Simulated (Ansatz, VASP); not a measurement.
# One calculation of Na4AlO, two programs

```xyz
12
Lattice="6.2140 0.0000 0.0000 0.0000 6.2140 0.0000 0.0000 0.0000 7.5234" Properties=species:S:1:pos:R:3 pbc="T T T"
Na    3.1070    3.1070    2.2729
Na    3.1070    3.1070    5.2505
Na    0.0000    0.0000    5.2505
Na    0.0000    0.0000    2.2729
Na    4.9745    1.8675    0.0000
Na    1.2395    4.3465    0.0000
Na    1.8675    1.2395    0.0000
Na    4.3465    4.9745    0.0000
Al    0.0000    3.1070    3.7617
Al    3.1070    0.0000    3.7617
O     3.1070    3.1070    0.0000
O     0.0000    0.0000    0.0000
```

Alike in both runs: functional PBE; k mesh 3 × 3 × 3; occupations gaussian, width 0.2 eV; no spin polarisation.

Ansatz relaxed the structure, and its values are those at the end. VASP's run is a single point on that final structure, the one shown.

|  | VASP | Ansatz |
| --- | --- | --- |
| version | VASP 6.6.1 | Ansatz 0.2.0 |
| potentials or method | VASP PAW PBE potentials, release 64 (Na_pv, Al, O), cutoff 520 eV | scalar-relativistic, plane waves, PAW |
| valence electrons in the cell | 74 | 90 |

|  | VASP | Ansatz | Ansatz less VASP |
| --- | --- | --- | --- |
| gap on the k mesh at the Fermi level (eV) | 0.11 | 0.11 | +0.003 |
| least direct gap on the mesh (eV) | 0.16 | 0.15 | -0.001 |
| pressure (GPa) | 0.2 | 0.1 | -0.06 |
| rms of the force components (eV/Å) | 0.012 | 0.007 | -0.0050 |

With one functional, cell and mesh, what is left measures potentials, basis and numerics. VASP's potentials hold 74 valence electrons a cell and Ansatz's 90, so a difference there can come from the potentials and not from the codes.
